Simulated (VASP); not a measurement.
# TaN (P-6m2) in VASP: settings compared, part 2 of 2

VASP 6.6.1. Earlier steps stand in the parts before.

### 3 Single point, PBEsol+U

Input file INCAR:

```
SYSTEM = TaN
  PREC = Accurate
  ENCUT = 700
  EDIFF = 1E-6
  ISMEAR = -1
  SIGMA = 0.05
  LREAL = .False.
  LASPH = .True.
  NELM = 200
  ALGO = Normal
  ISIF = 2
  LWAVE = .False.
  LCHARG = .False.
  LMAXMIX = 4
  LDAU = .True.
  LDAUTYPE = 2
  LDAUL = 2 -1
  LDAUU = 8 0
  LDAUJ = 0 0
  LDAUPRINT = 1
  GGA = PS
  NBANDS = 16
  GGA_COMPAT = .False.
```

Input file KPOINTS:

```
Automatic mesh
0
Gamma
  10 10 9
  0 0 0
```

Input file POSCAR:

```
TaN
1.0
    2.9380000000      0.0000000000      0.0000000000
   -1.4690000000      2.5443826363      0.0000000000
    0.0000000000      0.0000000000      2.8830000000
Ta N
1 1
Direct
    0.0000000000      0.0000000000      0.5000000000
    0.6666666667      0.3333333333      0.0000000000
```

Potentials or basis: VASP PAW PBE potentials, release 64 (Ta_sv_GW, N).

Command:

```console
$ cat potpaw_PBE.64/Ta_sv_GW/POTCAR potpaw_PBE.64/N/POTCAR > POTCAR
$ mpirun -np 1 vasp_std > vasp.out
```

OUTCAR:

```text
SYSTEM = TaN
   PREC = Accurate
   ENCUT = 700
   EDIFF = 1E-6
   ISMEAR = -1
   LREAL = .False.
   LASPH = .True.
   NELM = 200
   ISIF = 2
   GGA = PS

 ion  position               nearest neighbor table
   1  0.000  0.000  0.500-   2 2.23   2 2.23   2 2.23   2 2.23   2 2.23   2 2.23
   2  0.667  0.333  0.000-   1 2.23   1 2.23   1 2.23   1 2.23   1 2.23   1 2.23

  LATTYP: Found a hexagonal cell.
 ALAT       =     2.9380000000
 C/A-ratio  =     0.9812797822

  Lattice vectors:

 A1 = (   2.9380000000,   0.0000000000,   0.0000000000)
 A2 = (  -1.4690000000,   2.5443826363,   0.0000000000)
 A3 = (   0.0000000000,   0.0000000000,   2.8830000000)

Analysis of symmetry for initial positions (statically):
=====================================================================
 Subroutine PRICEL returns:
 Original cell was already a primitive cell.

 Routine SETGRP: Setting up the symmetry group for a
 hexagonal supercell.

 Subroutine GETGRP returns: Found 12 space group operations
 (whereof 12 operations were pure point group operations)
 out of a pool of 24 trial point group operations.

The static configuration has the point symmetry D_3h.

Analysis of symmetry for dynamics (positions and initial velocities):
=====================================================================
 Subroutine PRICEL returns:
 Original cell was already a primitive cell.
[... 173 lines left out ...]
  o =  0.1500  v =  0.0000  0.0000  0.0000  0.0000  0.0000  0.0000  1.0000 -0.0000 -0.0000  0.0000      0.0000  0.0000  0.0000  0.0000  0.0000  0.0000  0.0000  0.0000  0.0000  0.0000
  o =  0.1500  v =  0.0000 -0.0000 -0.0000 -1.0000 -0.0000  0.0000  0.0000  0.0000  0.0000  0.0000      0.0000  0.0000  0.0000  0.0000  0.0000  0.0000  0.0000  0.0000  0.0000  0.0000
  o =  0.1500  v =  0.0000  0.0000  0.0000  0.0000  0.0000  0.0000 -0.0000 -0.0000 -1.0000 -0.0000      0.0000  0.0000  0.0000  0.0000  0.0000  0.0000  0.0000  0.0000  0.0000  0.0000
  o =  0.2333  v =  0.0000  0.0000  0.0000  0.0000  0.0000  1.0000  0.0000  0.0000  0.0000  0.0000      0.0000  0.0000  0.0000  0.0000  0.0000  0.0000  0.0000  0.0000  0.0000  0.0000
  o =  0.2333  v =  1.0000  0.0000  0.0000  0.0000  0.0000  0.0000  0.0000  0.0000  0.0000  0.0000      0.0000  0.0000  0.0000  0.0000  0.0000  0.0000  0.0000  0.0000  0.0000  0.0000
  o =  0.2333  v =  0.0000  0.0000  0.0000  0.0000  0.0000  0.0000 -0.0000  0.0000 -0.0000  1.0000      0.0000  0.0000  0.0000  0.0000  0.0000  0.0000  0.0000  0.0000  0.0000  0.0000
  o =  0.2333  v =  0.0000 -0.0000  0.0000 -0.0000  1.0000  0.0000  0.0000  0.0000  0.0000  0.0000      0.0000  0.0000  0.0000  0.0000  0.0000  0.0000  0.0000  0.0000  0.0000  0.0000
  o =  0.2949  v =  0.0000 -0.0000 -1.0000  0.0000  0.0000  0.0000  0.0000  0.0000  0.0000  0.0000      0.0000  0.0000  0.0000  0.0000  0.0000  0.0000  0.0000  0.0000  0.0000  0.0000
  o =  0.2949  v =  0.0000  0.0000  0.0000  0.0000  0.0000  0.0000 -0.0000 -1.0000  0.0000  0.0000      0.0000  0.0000  0.0000  0.0000  0.0000  0.0000  0.0000  0.0000  0.0000  0.0000

 number of electron      18.0000000 magnetization

 Free energy of the ion-electron system (eV)
  ---------------------------------------------------
  ext. energy  EPLUGINS =         0.00000000
  ---------------------------------------------------
  free energy    TOTEN  =       -19.39645258 eV

  energy without entropy =      -19.39618664  energy(sigma->0) =      -19.39631961

 E-fermi :  13.7303     XC(G=0): -13.8822

 val. band max:       13.5998840563   @ k =   0.0000   0.0000   0.4444
 cond. band min:      13.9267122809   @ k =   0.1000  -0.0000   0.4444
 fundamental gap:      0.3268282246
 Fermi energy:        13.7303149200

 k-point     1 :       0.0000    0.0000    0.0000
  band No.  band energies     occupation
      1     -56.8434      2.00000
      2     -23.0634      2.00000
      3     -22.8263      2.00000
      4     -22.8263      2.00000
      5      -5.0297      2.00000
      6       8.6243      2.00000
[... 433 lines left out ...]
      3     -23.0977      2.00000
      4     -23.0223      2.00000
      5      -2.5438      2.00000
      6       4.7031      2.00000
[... 8 lines left out ...]
     15      24.3412      0.00000
     16      28.3087      0.00000

 [... further k-points ...]
[... 5 lines left out ...]
  --------------------------------------------------------------------------------------
  -------------------------------------------------------------------------------------
  Total        3.0034134      3.0034134      3.3740679      0.0000000     -0.0000000      0.0000000
  in kB      223.2784638    223.2784638    250.8335006      0.0000000     -0.0000000      0.0000000
  external PRESSURE =     232.4634761 kB  Pullay stress =       0.0000000 kB

 VOLUME and BASIS-vectors are now :
 -----------------------------------------------------------------------------
  energy-cutoff  :      700.00
  volume of cell :       21.55
      direct lattice vectors                 reciprocal lattice vectors
     2.938000000  0.000000000  0.000000000     0.340367597  0.196511324  0.000000000
    -1.469000000  2.544382636  0.000000000     0.000000000  0.393022648  0.000000000
     0.000000000  0.000000000  2.883000000     0.000000000  0.000000000  0.346860909

 POSITION                                       TOTAL-FORCE (eV/Angst)
 -----------------------------------------------------------------------------------
      0.00000      0.00000      1.44150        -0.000000      0.000000      0.000000
      1.46900      0.84813      0.00000         0.000000      0.000000      0.000000
 -----------------------------------------------------------------------------------
    total drift:                               -0.000000      0.000000      0.000000

  FREE ENERGIE OF THE ION-ELECTRON SYSTEM (eV)
  ---------------------------------------------------
  free  energy   TOTEN  =       -19.3964525804 eV

  energy  without entropy=      -19.3961866363  energy(sigma->0) =      -19.39631961
```

OSZICAR:

```text
N       E                     dE             d eps       ncg     rms          rms(c)
DAV:   1     0.141674247690E+03    0.14167E+03   -0.13285E+04  2248   0.144E+03
DAV:   2    -0.167038401732E+02   -0.15838E+03   -0.15275E+03  3192   0.375E+02
DAV:   3    -0.232418687071E+02   -0.65380E+01   -0.65293E+01  2752   0.700E+01
DAV:   4    -0.233823482813E+02   -0.14048E+00   -0.14048E+00  3312   0.728E+00
DAV:   5    -0.233850541696E+02   -0.27059E-02   -0.27059E-02  2776   0.685E-01    0.632E+01
DAV:   6    -0.194947367553E+02    0.38903E+01   -0.82373E+00  2744   0.260E+01    0.687E+01
DAV:   7    -0.194473980752E+02    0.47339E-01   -0.62802E-01  2344   0.599E+00    0.324E+01
DAV:   8    -0.193951521619E+02    0.52246E-01   -0.17617E-01  3008   0.353E+00    0.967E+00
DAV:   9    -0.193954987447E+02   -0.34658E-03   -0.31866E-02  2800   0.150E+00    0.517E-01
DAV:  10    -0.193961626382E+02   -0.66389E-03   -0.32820E-03  2448   0.562E-01    0.252E-01
DAV:  11    -0.193963919052E+02   -0.22927E-03   -0.29563E-04  2992   0.132E-01    0.210E-01
DAV:  12    -0.193964446088E+02   -0.52704E-04   -0.10641E-04  2392   0.559E-02    0.206E-02
DAV:  13    -0.193964514192E+02   -0.68104E-05   -0.12141E-05  2776   0.186E-02    0.196E-02
DAV:  14    -0.193964525497E+02   -0.11305E-05   -0.42718E-06  1952   0.987E-03    0.884E-03
DAV:  15    -0.193964525804E+02   -0.30672E-07   -0.14592E-07  1248   0.311E-03
   1 F= -.19396453E+02 E0= -.19396320E+02  d E =-.265944E-03
```

Run time: 36 s. Hardware: 1 thread of Intel Xeon Platinum 8259CL at 2.50GHz (Skylake/Cascade Lake), shared host; peak memory 0.19 GiB.

Results:

```
Free energy            : -19.3965 eV
Pressure               : 23.2 GPa
Band gap on the k mesh : zero (bands 9 and 10 overlap by 0.36 eV)
```

Stress tensor (GPa, compression positive):
```
22.33  0.00  0.00
 0.00 22.33  0.00
 0.00  0.00 25.08
```

Eigenvalues of the final occupation matrices:
```csv
site,spin,trace,eigenvalues
site 1 d,1,1.06,0.15 0.15 0.23 0.23 0.29
site 1 d,2,1.06,0.15 0.15 0.23 0.23 0.29
```

Caveat: the cell stands under pressure; the PAW data sets were made with another functional, which shifts forces and pressure a little; spin-orbit coupling is left out, which moves the levels of the heavy elements; U without spin polarisation on a metal has little footing.

### 4 Single point, LDA

Input file INCAR:

```
SYSTEM = TaN
PREC = Accurate
ENCUT = 1330
EDIFF = 1E-6
ISMEAR = -1
SIGMA = 0.05
LREAL = .FALSE.
LASPH = .TRUE.
NELM = 120
ALGO = Normal
ISIF = 2
LWAVE = .FALSE.
LCHARG = .FALSE.
NBANDS = 16
GGA_COMPAT = .FALSE.
```

Input file KPOINTS:

```
Automatic mesh
0
G
  10 10 9
  0 0 0
```

POSCAR is that of step 3.

Potentials or basis: VASP PAW LDA potentials, release 64 (Ta_sv_GW, N_h).

Command:

```console
$ cat potpaw_LDA.64/Ta_sv_GW/POTCAR potpaw_LDA.64/N_h/POTCAR > POTCAR
$ mpirun -np 1 vasp_std > vasp.out
```

It took 56 s on 1 thread of Intel Xeon Platinum 8259CL at 2.50GHz (Skylake/Cascade Lake), shared host; peak memory 0.27 GiB.

It converged, with:

```
Free energy            : -27.2093 eV
Pressure               : -10.5 GPa
Band gap on the k mesh : zero (bands 9 and 10 overlap by 0.29 eV)
```

Stress tensor (GPa, compression positive):
```
 -9.97   0.00   0.00
  0.00  -9.97   0.00
  0.00   0.00 -11.49
```

Levels at points of the mesh, in eV from the Fermi level:
| k point | band 5 | band 6 | band 7 | band 8 | band 9 | band 10 | band 11 | band 12 | band 13 | band 14 |
| --- | --- | --- | --- | --- | --- | --- | --- | --- | --- | --- |
| (0.00, 0.00, 0.00) | -17.55 | -4.58 | -4.58 | -4.22 | -2.91 | 2.32 | 3.54 | 3.54 | 3.90 | 3.90 |
| (0.50, 0.00, 0.00) | -15.22 | -8.27 | -5.22 | -3.50 | -3.16 | 2.91 | 3.99 | 5.13 | 5.24 | 7.49 |

Caveat: the cell stands under tension; spin-orbit coupling is left out, which moves the levels of the heavy elements.

### 5 Overview

| level | potentials or basis | U | cutoff (eV) | gap on the mesh (eV) | pressure (GPa) |
| --- | --- | --- | --- | --- | --- |
| PBEsol+U | VASP PAW PBE potentials, release 64 (Ta_sv_GW, N) | Ta d U = 5.0 eV | 700 | none | 12.1 |
| PBEsol+U | VASP PAW PBE potentials, release 64 (Ta_sv_GW, N) | Ta d U = 8.0 eV | 700 | none | 23.2 |
| LDA | VASP PAW LDA potentials, release 64 (Ta_sv_GW, N_h) | - | 1330 | none | -10.5 |

Alike in all rows: task single point; no spin polarisation; cell as given; k mesh 10 × 10 × 9; smearing fermi-dirac 0.05 eV.

Caveats: spin-orbit coupling is left out, which moves the levels of the heavy elements; the cell stands under pressure (at least some runs); the PAW data sets were made with another functional, which shifts forces and pressure a little (at least some runs); U without spin polarisation on a metal has little footing (at least some runs); the cell stands under tension (at least some runs).

Absolute energies hang on the potentials; compare differences alone.

The gap in the log of VASP goes by the Fermi energy; the results here count the filled bands.